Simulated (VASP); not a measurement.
# Se (P3_121) in VASP: further runs

Aim: see how the results for Se move with the level of theory and the settings. Levels: PBEsol, HF, r2SCAN50, revPBE+D3(BJ). Tasks: single point.

Everything below comes from runs of VASP 6.6.1. Logs are shortened: lines on timing, memory, paths and dates and some standing lists are left out, and cuts for length are marked.

**1. The cell of the first run**

The structure is trigonal, space group P3_121 (No. 152). The conventional cell has a = 4.036 Å, b = 4.036 Å, c = 5.123 Å, α = 90.00°, β = 90.00°, γ = 120.00°. Within 3.2 Å of Se (site symmetry 2) lie 6 Se at 2.44 to 3.17 Å.

**2. Single point, PBEsol**

INCAR reads:

```
SYSTEM = Se
PREC = Accurate
ENCUT = 520
EDIFF = 1E-7
ISMEAR = -1
SIGMA = 0.05
LREAL = .False.
LASPH = .True.
NELM = 60
ALGO = Normal
ISIF = 2
LWAVE = .False.
LCHARG = .False.
GGA = PS
NBANDS = 16
```

KPOINTS reads:

```
Automatic mesh
0
Gamma
  7 7 6
  0 0 0
```

POSCAR reads:

```
Se
1.0
    4.0356299082      0.0000000000      0.0000000000
   -2.0178149541      3.4949580207      0.0000000000
    0.0000000000      0.0000000000      5.1231191596
Se
3
Direct
    0.7512187658      0.7512187658      0.0000000000
    0.0000000000      0.2487812342      0.6666666667
    0.2487812342      0.0000000000      0.3333333333
```

Potentials or basis: VASP PAW PBE potentials, release 64 (Se).

The run is started by

```bash
$ cat potpaw_PBE.64/Se/POTCAR > POTCAR
$ mpirun -np 1 vasp_std > vasp.out
```

OUTCAR:

```text
SYSTEM = Se
   PREC = Accurate
   ENCUT = 520
   EDIFF = 1E-7
   ISMEAR = -1
   LREAL = .False.
   LASPH = .True.
   NELM = 60
   ISIF = 2
   GGA = PS

 ion  position               nearest neighbor table
   1  0.751  0.751  0.000-   2 2.44   3 2.44
   2  0.000  0.249  0.667-   1 2.44   3 2.44
   3  0.249  0.000  0.333-   1 2.44   2 2.44

  LATTYP: Found a hexagonal cell.
 ALAT       =     4.0356299082
 C/A-ratio  =     1.2694719972

  Lattice vectors:

 A1 = (   4.0356299082,   0.0000000000,   0.0000000000)
 A2 = (  -2.0178149541,   3.4949580207,   0.0000000000)
 A3 = (   0.0000000000,   0.0000000000,   5.1231191596)

Analysis of symmetry for initial positions (statically):
=====================================================================
 Subroutine PRICEL returns:
 Original cell was already a primitive cell.

 Routine SETGRP: Setting up the symmetry group for a
 hexagonal supercell.

 Subroutine GETGRP returns: Found  6 space group operations
 (whereof  2 operations were pure point group operations)
 out of a pool of 24 trial point group operations.

The static configuration has the point symmetry C_2 .
 The point group associated with its full space group is D_3 .

Analysis of symmetry for dynamics (positions and initial velocities):
=====================================================================
 Subroutine PRICEL returns:
 Original cell was already a primitive cell.

 Routine SETGRP: Setting up the symmetry group for a
 hexagonal supercell.

 Subroutine GETGRP returns: Found  6 space group operations
 (whereof  2 operations were pure point group operations)
 out of a pool of 24 trial point group operations.

The dynamic configuration has the point symmetry C_2 .
 The point group associated with its full space group is D_3 .

 Subroutine INISYM returns: Found  6 space group operations
 (whereof  2 operations are pure point group operations),
 and found     1 'primitive' translations

----------------------------------------------------------------------------------------

                                     Primitive cell

  volume of cell :      72.2583

  direct lattice vectors                    reciprocal lattice vectors
     4.035629908  0.000000000  0.000000000     0.247792791  0.143063235  0.000000000
    -2.017814954  3.494958021  0.000000000     0.000000000  0.286126470  0.000000000
     0.000000000  0.000000000  5.123119160     0.000000000  0.000000000  0.195193586

  length of vectors
     4.035629908  4.035629908  5.123119160     0.286126470  0.286126470  0.195193586

  position of ions in fractional coordinates (direct lattice)
     0.751218766  0.751218766  0.000000000
     0.000000000  0.248781234  0.666666667
     0.248781234  0.000000000  0.333333333

  ion indices of the primitive-cell ions
   primitive index   ion index
                 1           1
                 2           2
                 3           3

----------------------------------------------------------------------------------------

 KPOINTS: Automatic mesh

Automatic generation of k-mesh.
 Grid dimensions read from file:
 generate k-points for:    7    7    6

 Generating k-lattice:

  Cartesian coordinates                     Fractional coordinates (reciprocal lattice)
     0.035398970  0.020437605  0.000000000     0.142857143  0.000000000  0.000000000
     0.000000000  0.040875210  0.000000000     0.000000000  0.142857143  0.000000000
     0.000000000  0.000000000  0.032532264     0.000000000  0.000000000  0.166666667

  Length of vectors
     0.040875210  0.040875210  0.032532264

  Shift w.r.t. Gamma in fractional coordinates (k-lattice)
     0.000000000  0.000000000  0.000000000

 Subroutine IBZKPT returns following result:
 ===========================================

 Found     40 irreducible k-points:

 Following reciprocal coordinates:
            Coordinates               Weight
  0.000000  0.000000  0.000000      1.000000
  0.142857  0.000000  0.000000      6.000000
  0.285714  0.000000  0.000000      6.000000
  0.428571  0.000000  0.000000      6.000000
  0.142857  0.142857  0.000000      6.000000
  0.285714  0.142857  0.000000     12.000000
[... 16 lines left out ...]
  0.000000  0.142857  0.333333      6.000000
  0.285714  0.000000  0.333333      6.000000
 [... further k-points ...]
   k-points           NKPTS =     40   k-points in BZ     NKDIM =     40   number of bands    NBANDS=     16
   number of dos      NEDOS =    301   number of ions     NIONS =      3
   total plane-waves  NPLWV =  36000
   dimension x,y,z NGX =    30 NGY =   30 NGZ =   40
   dimension x,y,z NGXF=    60 NGYF=   60 NGZF=   80
   ions per type =               3
   NGX,Y,Z   is equivalent  to a cutoff of  12.36, 12.36, 12.98 a.u.
   NGXF,Y,Z  is equivalent  to a cutoff of  24.72, 24.72, 25.96 a.u.
 SYSTEM =  Se
   PREC   = accura    normal or accurate (medium, high low for compatibility)
   ISTART =      0    job   : 0-new  1-cont  2-samecut
   ICHARG =      2    charge: 1-file 2-atom 10-const
   ISPIN  =      1    spin polarized calculation?
   LNONCOLLINEAR =      F non collinear calculations
   LSORBIT =      F    spin-orbit coupling
   LASPH  =      T    aspherical Exc in radial PAW
   ENCUT  =  520.0 eV  38.22 Ry    6.18 a.u.   7.50  7.50  9.53*2*pi/ulx,y,z
   NELM   =     60;   NELMIN=  2; NELMDL= -5     # of ELM steps
   EDIFF  = 0.1E-06   stopping-criterion for ELM
   LREAL  =      F    real-space projection
   EDIFFG = 0.1E-05   stopping-criterion for IOM
   NSW    =      0    number of steps for IOM
   IBRION =     -1    ionic relax: 0-MD 1-quasi-New 2-CG
   NFREE  =      0    steps in history (QN), initial steepest desc. (CG)
   ISIF   =      2    stress and relaxation
   ISYM   =      2    0-nonsym 1-usesym 2-fastsym
   POTIM  = 0.5000    time-step for ionic-motion
   TEBEG  =    0.0;   TEEND  =   0.0 temperature during run
   PSTRESS=    0.0 pullay stress
   NELECT =      18.0000    total number of electrons
   NUPDOWN=      -1.0000    fix difference up-down
   EMIN   =  10.00;   EMAX   =-10.00  energy-range for DOS
   EFERMI =   0.00;   METHOD = LEGACY
   ISMEAR =    -1;   SIGMA  =   0.05  broadening in eV -4-tet -1-fermi 0-gaus
   EFERMI_NEDOS =   21; number of points for ismear=-14 and -15
   IALGO  =     38    algorithm
   IMIX   =      4    mixing-type and parameters
     AMIX     =   0.40;   BMIX     =  1.00
     AMIX_MAG =   1.60;   BMIX_MAG =  1.00
  volume/ion in A,a.u.               =      24.09       162.54
  Fermi-wavevector in a.u.,A,eV,Ry     =   1.030077  1.946564 14.436583  1.061059
  Thomas-Fermi vector in A             =   2.164157
   LORBIT       =      0    0 simple, 1 ext, 2 COOP (PROOUT), +10 PAW based schemes
   GGA     = PS    functional components
   LHFCALC =     F    Hartree Fock is set to
   AEXX    =    0.0000 exact exchange contribution
   IVDW    =     0    specifies the selected vdW correction
   LEPSILON=     F    determine dielectric tensor
   LRPA    =     F    only Hartree local field effects (RPA)
 non-spin polarized calculation
  energy-cutoff  :      520.00
  volume of cell :       72.26
 maximum number of plane-waves:      1976
 NGX is ok and might be reduce to    30
   NGX = 15   NGY = 15   NGZ = 19

 number of electron      18.0000001 magnetization

 Free energy of the ion-electron system (eV)
  ---------------------------------------------------
  ext. energy  EPLUGINS =         0.00000000
  ---------------------------------------------------
  free energy    TOTEN  =       -11.56103934 eV

  energy without entropy =      -11.56103178  energy(sigma->0) =      -11.56103556

 E-fermi :   4.1757     XC(G=0):  -9.6943

 val. band max:        3.7383943965   @ k =   0.4286   0.1429   0.5000
 cond. band min:       4.6406209945   @ k =   0.2857   0.2857   0.5000
 fundamental gap:      0.9022265980
 Fermi energy:         4.1756839934

 k-point     1 :       0.0000    0.0000    0.0000
  band No.  band energies     occupation
      1     -12.3266      2.00000
      2      -8.2172      2.00000
      3      -8.2172      2.00000
      4       0.0655      2.00000
      5       0.3058      2.00000
      6       0.3058      2.00000
[... 8 lines left out ...]
     15      10.5551      0.00000
     16      12.0691      0.00000

 k-point     2 :       0.1429    0.0000    0.0000
  band No.  band energies     occupation
      1     -12.1874      2.00000
      2      -8.2815      2.00000
      3      -8.1820      2.00000
      4      -0.8217      2.00000
      5      -0.2100      2.00000
      6       0.2273      2.00000
[... 8 lines left out ...]
     15      11.3140      0.00000
     16      11.9536      0.00000

 k-point     3 :       0.2857    0.0000    0.0000
  band No.  band energies     occupation
      1     -11.8182      2.00000
      2      -8.5289      2.00000
      3      -8.0974      2.00000
      4      -1.6489      2.00000
      5      -0.8547      2.00000
      6      -0.1395      2.00000
[... 8 lines left out ...]
     15      12.2376      0.00000
     16      13.0115      0.00000

 k-point     4 :       0.4286    0.0000    0.0000
  band No.  band energies     occupation
      1     -11.4245      2.00000
      2      -8.8777      2.00000
      3      -8.0240      2.00000
      4      -1.8485      2.00000
      5      -1.2364      2.00000
      6      -0.2343      2.00000
[... 8 lines left out ...]
     15      13.8105      0.00000
     16      14.4309      0.00000

 k-point     5 :       0.1429    0.1429    0.0000
  band No.  band energies     occupation
      1     -11.9314      2.00000
      2      -8.4054      2.00000
      3      -8.1605      2.00000
      4      -1.3856      2.00000
      5      -0.9980      2.00000
      6       0.2884      2.00000
[... 8 lines left out ...]
     15      11.9273      0.00000
     16      12.5071      0.00000

 k-point     6 :       0.2857    0.1429    0.0000
  band No.  band energies     occupation
      1     -11.5318      2.00000
      2      -8.6728      2.00000
      3      -8.1568      2.00000
      4      -1.7318      2.00000
      5      -1.3549      2.00000
      6       0.0111      2.00000
[... 8 lines left out ...]
     15      12.9674      0.00000
     16      13.8286      0.00000

 k-point     7 :       0.4286    0.1429    0.0000
  band No.  band energies     occupation
      1     -11.3032      2.00000
      2      -8.8662      2.00000
      3      -8.1540      2.00000
      4      -1.7537      2.00000
      5      -1.3879      2.00000
      6       0.0318      2.00000
[... 8 lines left out ...]
     15      13.0587      0.00000
     16      14.3826      0.00000

 k-point     8 :       0.2857    0.2857    0.0000
  band No.  band energies     occupation
      1     -11.2567      2.00000
      2      -8.6835      2.00000
      3      -8.3980      2.00000
      4      -1.5904      2.00000
      5      -1.5285      2.00000
      6       0.1896      2.00000
[... 8 lines left out ...]
     15      12.3478      0.00000
     16      13.6997      0.00000

 k-point     9 :       0.0000    0.0000    0.1667
  band No.  band energies     occupation
      1     -12.1997      2.00000
      2      -9.3542      2.00000
      3      -7.0687      2.00000
      4      -0.1820      2.00000
      5       0.1491      2.00000
      6       0.6493      2.00000
[... 8 lines left out ...]
     15      11.1373      0.00000
     16      11.1530      0.00000
[... 172 lines left out ...]
 k-point    19 :       0.4286    0.1429    0.1667
  band No.  band energies     occupation
      1     -11.1996      2.00000
      2      -9.2166      2.00000
      3      -7.9110      2.00000
      4      -1.9201      2.00000
      5      -1.5679      2.00000
      6      -0.2004      2.00000
[... 8 lines left out ...]
     15      12.8998      0.00000
     16      13.7642      0.00000

 k-point    20 :       0.2857    0.2857    0.1667
  band No.  band energies     occupation
      1     -11.1533      2.00000
      2      -9.1635      2.00000
      3      -8.0087      2.00000
      4      -2.0028      2.00000
      5      -1.4469      2.00000
      6      -0.1515      2.00000
[... 8 lines left out ...]
     15      12.3309      0.00000
     16      14.1904      0.00000

 k-point    21 :       0.0000    0.0000    0.3333
  band No.  band energies     occupation
      1     -11.8225      2.00000
      2     -10.3710      2.00000
      3      -6.1141      2.00000
      4      -0.7005      2.00000
      5       0.3713      2.00000
      6       0.7705      2.00000
[... 8 lines left out ...]
     15      11.2247      0.00000
     16      11.8354      0.00000

 k-point    22 :       0.1429    0.0000    0.3333
  band No.  band energies     occupation
      1     -11.6944      2.00000
      2     -10.2748      2.00000
      3      -6.3687      2.00000
      4      -0.9295      2.00000
      5      -0.0022      2.00000
      6       0.6073      2.00000
[... 8 lines left out ...]
     15      11.2072      0.00000
     16      11.4738      0.00000

 k-point    23 :       0.0000    0.1429    0.3333
  band No.  band energies     occupation
      1     -11.6913      2.00000
      2     -10.2841      2.00000
      3      -6.3382      2.00000
      4      -1.0012      2.00000
      5      -0.2909      2.00000
      6       0.5212      2.00000
[... 8 lines left out ...]
     15      11.1495      0.00000
     16      11.9845      0.00000

 k-point    24 :       0.2857    0.0000    0.3333
  band No.  band energies     occupation
      1     -11.3651      2.00000
      2     -10.0272      2.00000
      3      -7.0088      2.00000
      4      -1.4739      2.00000
      5      -0.6584      2.00000
      6       0.1378      2.00000
[... 8 lines left out ...]
     15      11.0987      0.00000
     16      12.2455      0.00000

 [... further k-points ...]

------------------------ aborting loop because EDIFF is reached ----------------------------------------

  FORCE on cell =-STRESS in cart. coord.  units (eV):
  Direction    XX          YY          ZZ          XY          YZ          ZX
  --------------------------------------------------------------------------------------
  -------------------------------------------------------------------------------------
  Total        0.0778301      0.0778301      0.1283568     -0.0000000      0.0000000      0.0000000
  in kB        1.7257210      1.7257210      2.8460451     -0.0000000      0.0000000      0.0000000
  external PRESSURE =       2.0991624 kB  Pullay stress =       0.0000000 kB

 VOLUME and BASIS-vectors are now :
 -----------------------------------------------------------------------------
  energy-cutoff  :      520.00
  volume of cell :       72.26
      direct lattice vectors                 reciprocal lattice vectors
     4.035629908  0.000000000  0.000000000     0.247792791  0.143063235  0.000000000
    -2.017814954  3.494958021  0.000000000     0.000000000  0.286126470  0.000000000
     0.000000000  0.000000000  5.123119160     0.000000000  0.000000000  0.195193586

 POSITION                                       TOTAL-FORCE (eV/Angst)
 -----------------------------------------------------------------------------------
      1.51582      2.62548      0.00000        -0.016276     -0.028191     -0.000000
     -0.50199      0.86948      3.41541        -0.016276      0.028191     -0.000000
      1.00399      0.00000      1.70771         0.032552      0.000000      0.000000
 -----------------------------------------------------------------------------------
    total drift:                               -0.000001     -0.000001      0.000000

  FREE ENERGIE OF THE ION-ELECTRON SYSTEM (eV)
  ---------------------------------------------------
  free  energy   TOTEN  =       -11.5610393375 eV

  energy  without entropy=      -11.5610317817  energy(sigma->0) =      -11.56103556
```

It took 32 s on 1 thread of AMD EPYC 7R13 (Zen 3), shared host; peak memory 0.16 GiB.

Results:

```
Free energy            : -11.5610 eV
Pressure               : 0.2 GPa
Largest force          : 0.033 eV/Å
Band gap on the k mesh : 0.90 eV, indirect (least direct gap 1.12 eV)
```

Forces in eV/Å, atoms in the order of the input:
```
Se  -0.016 -0.028  0.000
Se  -0.016  0.028  0.000
Se   0.033  0.000  0.000
```

Caveat: the PAW data sets were made with another functional, which shifts forces and pressure a little. As with any semilocal functional, this PBEsol gap is likely too small.

**3. Single point, HF**

This run uses another cell than the first one, of 27.26 Å³/atom, 1.132 times its volume.

POSCAR reads:

```
Se
1.0
    4.3662000000      0.0000000000      0.0000000000
   -2.1831000000      3.7812401180      0.0000000000
    0.0000000000      0.0000000000      4.9536000000
Se
3
Direct
    0.7746000000      0.7746000000      0.0000000000
    0.0000000000      0.2254000000      0.6666666667
    0.2254000000      0.0000000000      0.3333333333
```

INCAR.step1 reads:

```
PREC = Accurate
ENCUT = 520
EDIFF = 1E-5
ISMEAR = -1
SIGMA = 0.05
LREAL = False
LASPH = True
NELM = 80
ALGO = Normal
ISIF = 2
LWAVE = True
LCHARG = False
GGA = PE
NBANDS = 16
```

INCAR.step2 reads:

```
PREC = Accurate
ENCUT = 520
EDIFF = 1E-6
ISMEAR = -1
SIGMA = 0.05
LREAL = False
LASPH = True
NELM = 80
ALGO = Normal
ISIF = 2
LWAVE = False
LCHARG = False
GGA = PE
LHFCALC = True
AEXX = 1.0
ALDAC = 0.0
AGGAC = 0.0
PRECFOCK = Normal
ISTART = 1
NBANDS = 16
```

KPOINTS reads:

```
regular mesh
0
Gamma
  4 4 3
```

Potentials or basis: VASP PAW PBE potentials, release 64 (Se).

The run is started by

```bash
$ cat potpaw_PBE.64/Se/POTCAR > POTCAR
$ cp INCAR.step1 INCAR
$ mpirun -np 1 vasp_std > vasp.out
$ cp INCAR.step2 INCAR
$ mpirun -np 1 vasp_std > vasp.out
```

It took 9.1 min on 1 thread of Intel Xeon Platinum 8488C (Sapphire Rapids), shared host; peak memory 0.21 GiB.

It converged, with:

* Free energy: -25.7831 eV
* Pressure: 1.9 GPa
* Largest force: 1.181 eV/Å
* Band gap on the k mesh: 8.51 eV, indirect (least direct gap 8.94 eV)

Forces on the atoms (eV/Å):
```
Se   0.591  1.023  0.000
Se   0.591 -1.023  0.000
Se  -1.181  0.000  0.000
```

Stress tensor (GPa, compression positive):
```
 3.29  0.00  0.00
 0.00  3.29  0.00
 0.00  0.00 -0.87
```

Levels at points of the mesh, in eV from the valence-band top:
```
           k point  band 5  band 6  band 7  band 8  band 9  band 10  band 11  band 12  band 13  band 14
(0.00, 0.00, 0.00)   -3.97   -3.97   -2.81   -2.81   -0.71     9.48     9.48     9.74    13.74    13.79
(0.50, 0.00, 0.00)   -5.29   -4.23   -3.33   -1.80   -1.22     9.18     9.78    12.00    12.46    15.43
```

Caveat: the k points lie up to 0.42 Å⁻¹ apart; the PAW data sets were made with another functional, which shifts forces and pressure a little.

(Continued in part 2 of 2.)
